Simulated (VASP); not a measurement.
Write the native input for VASP 6.6.1 that does the following.

| Item | Value |
| --- | --- |
| Task | relaxation of cell and atoms |
| Functional | PBE |
| Potentials or basis | VASP PAW PBE potentials, release 64 (Li_sv, Ta_pv, O) |
| Cutoff | 600 eV |
| k mesh | 12 × 12 × 12 |
| Occupations | gaussian, width 0.1 eV |
| Spin | no spin polarisation |
| Dipole correction | no |
| Further INCAR settings | ALGO = Normal; EDIFF = 1e-06; IBRION = 2; EDIFFG = -0.01; NSW = 100; ISIF = 3 |

The structure of Li3Ta2O lies in POSCAR:

```
Li3Ta2O
1.0
    2.4621419900      1.4215183407      3.6540359472
   -2.4621419900      1.4215183407      3.6540359472
    0.0000000000     -2.8430366815      3.6540359472
Li Ta O
3 2 1
Direct
    0.5000000000      0.5000000000      0.0000000000
    0.0000000000      0.5000000000      0.5000000000
    0.5000000000      0.0000000000      0.5000000000
    0.1197104461      0.1197104461      0.1197104461
    0.8802895539      0.8802895539      0.8802895539
    0.5000000000      0.5000000000      0.5000000000
```

The cell was built from a structure type or drawn by symmetry, and may not be a known phase.

The input as run:

INCAR

```
SYSTEM = Li3Ta2O
PREC     = Accurate       ! precision mode
ENCUT    = 600            ! plane-wave cutoff, eV
EDIFF    = 1E-6           ! SCF threshold, eV
ISMEAR   = 0              ! smearing method
SIGMA    = 0.1            ! smearing width, eV
LREAL    = .FALSE.        ! projectors in reciprocal space
LASPH    = .TRUE.         ! aspherical terms in the spheres
NELM     = 100            ! most SCF steps
ALGO     = Normal         ! electronic algorithm
ISIF     = 3              ! what is computed and relaxed
LWAVE    = .FALSE.        ! write WAVECAR
LCHARG   = .FALSE.        ! write CHGCAR
GGA      = PE             ! functional
IBRION   = 2              ! ionic algorithm
NSW      = 100            ! ionic steps
EDIFFG   = -0.01          ! ionic threshold
```

KPOINTS

```
regular mesh
0
G
  12 12 12
  0 0 0
```

Potentials or basis: VASP PAW PBE potentials, release 64 (Li_sv, Ta_pv, O).

The run is started by

```bash
$ cat potpaw_PBE.64/Li_sv/POTCAR potpaw_PBE.64/Ta_pv/POTCAR potpaw_PBE.64/O/POTCAR > POTCAR
$ mpirun -np 1 vasp_std > vasp.out
```

Results of the run:

| Item | Value |
| --- | --- |
| Relaxed volume | 12.75 Å³/atom |
| Relaxed cell | a = 4.631 Å, b = 4.631 Å, c = 4.631 Å, α = 64.07°, β = 64.07°, γ = 64.07° |
| Space group after relaxing (to 0.1 Å) | R-3m (No. 166) |
| Energy gained by relaxing | 0.1 meV/atom |
| Ionic steps | 5 |
| Pressure after relaxing | 0.0 GPa |
| Largest force after relaxing | 0.009 eV/Å |
| Band gap on the k mesh | zero (an odd number of electrons rules out a gap without spin polarisation) |

Caveat: the cutoff is under 1.25 times the usual one of these potentials, so pressure, stress and relaxed cells hold a basis-set (Pulay) error; spin-orbit coupling is left out, which moves the levels of the heavy elements; an odd number of electrons without spin polarisation forces a metal; a magnetic or distorted state may lie lower.

It took 13 min on 1 thread of AMD EPYC 9R45 96-Core Processor (Zen 5) (shared host), peak memory 0.49 GiB.
